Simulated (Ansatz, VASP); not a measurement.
InAu in VASP and in Ansatz

```
In Au
1.0
     3.93253    0.00000    0.00000
     0.00000    3.93253    0.00000
     0.00000    0.00000    7.11964
In Au
2 2
Direct
  0.00000 0.00000 0.29935
  0.00000 0.00000 0.70065
  0.00000 0.50000 0.00000
  0.50000 0.00000 0.00000
```

Alike in both runs: functional PBE; k mesh 12 × 12 × 8; occupations gaussian, width 0.1 eV; no spin polarisation.

Ansatz relaxed the structure, and its values are those at the end. VASP's run is a single point on that final structure, the one shown.

|  | VASP | Ansatz |
| --- | --- | --- |
| version | VASP 6.6.1 | Ansatz 0.2.0 |
| potentials or method | VASP PAW PBE potentials, release 64 (In_d, Au), cutoff 520 eV | scalar-relativistic, plane waves, PAW |
| valence electrons in the cell | 48 | 64 |

```csv
,VASP,Ansatz,Ansatz less VASP
gap on the k mesh at the Fermi level (eV),none,none,-
pressure (GPa),-0.1,0.0,+0.07
```

A gap of «none» marks a metal or a gap that the smearing closes. VASP's potentials hold 48 valence electrons a cell and Ansatz's 64, so a difference there can come from the potentials and not from the codes.

Neither program's run includes spin-orbit coupling.
